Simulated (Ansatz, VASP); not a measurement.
**TaSBr in VASP and in Ansatz**

```
Ta S Br
1.0
     3.48460    0.00000    0.00000
     0.00000    3.48460    0.00000
     0.00000    0.00000    5.24015
Ta S Br
1 1 1
Direct
  0.50000 0.50000 0.50000
  0.00000 0.00000 0.50000
  0.50000 0.50000 0.00000
```

Alike in both runs: task relaxation of cell and atoms; functional PBE; k mesh 6 × 6 × 4; occupations gaussian, width 0.1 eV; no spin polarisation.

|  | VASP | Ansatz |
| --- | --- | --- |
| version | VASP 6.6.1 | Ansatz 0.2.0 |
| potentials or method | VASP PAW PBE potentials, release 64 (Ta_pv, S, Br), cutoff 600 eV | scalar-relativistic, plane waves, PAW |
| valence electrons in the cell | 24 | 26 |

```csv
,VASP,Ansatz,Ansatz less VASP
"gap on the k mesh at the Fermi level, each at its own relaxed structure (eV)",none,none,-
relaxed volume (Å³/atom),21.27,21.21,-0.065
relaxed length of the cell vector where the two differ most in proportion (Å),5.227,5.219,-0.0079
```

A gap of «none» marks a metal or a gap that the smearing closes. VASP's potentials hold 24 valence electrons a cell and Ansatz's 26, so a difference there can come from the potentials and not from the codes.

Spin-orbit coupling is off throughout.
